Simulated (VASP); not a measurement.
## Ti3N3O: single point with PBE

System: Ti3N3O, a slab with vacuum.

```xyz
7
Lattice="3.0029 0.0000 0.0000 -1.5014 2.6005 0.0000 0.0000 0.0000 21.5541" Properties=species:S:1:pos:R:3 pbc="T T T"
N     0.0000    1.7337    4.0000
N     0.0000    0.0000    6.4518
N     1.5014    0.8668    8.9392
Ti    1.5014    0.8668    5.2259
Ti    0.0000    1.7337    7.7058
Ti    0.5978   -0.2122   10.3600
O    -0.5005    0.8668   11.3580
```

```
Program                : VASP 6.6.1
Task                   : single point
Functional             : PBE
Potentials or basis    : VASP PAW PBE potentials, release 64 (N, Ti_sv, O)
Cutoff                 : 520 eV
k mesh                 : 9 × 9 × 1
Occupations            : gaussian, width 0.1 eV
Spin                   : no spin polarisation
Dipole correction      : yes
Further INCAR settings : ALGO = Normal; EDIFF = 1e-06; NBANDS = 38
```

```
Largest force          : 5.475 eV/Å
Band gap on the k mesh : zero (an odd number of electrons rules out a gap without spin polarisation)
```

Forces in eV/Å, atoms in the order of the input:
```
N    0.058 -0.001  4.297
N    0.126 -0.013  1.481
N    0.694  0.328 -0.128
Ti   0.003  0.012 -5.475
Ti  -0.366 -0.064 -0.191
Ti   0.036  0.011 -0.060
O   -0.551 -0.273  0.075
```

Levels at points of the mesh, in eV from the Fermi level:
```
           k point  band 25  band 26  band 27  band 28  band 29  band 30  band 31  band 32
(0.00, 0.00, 0.00)    -2.28    -1.01    -0.27    -0.13    -0.01     0.23     0.54     0.65
```

Run time: 3.7 min on 1 thread of Intel(R) Xeon(R) 6975P-C (Granite Rapids) (shared host), peak memory 0.43 GiB.

Caveat: an odd number of electrons without spin polarisation forces a metal; a magnetic or distorted state may lie lower.
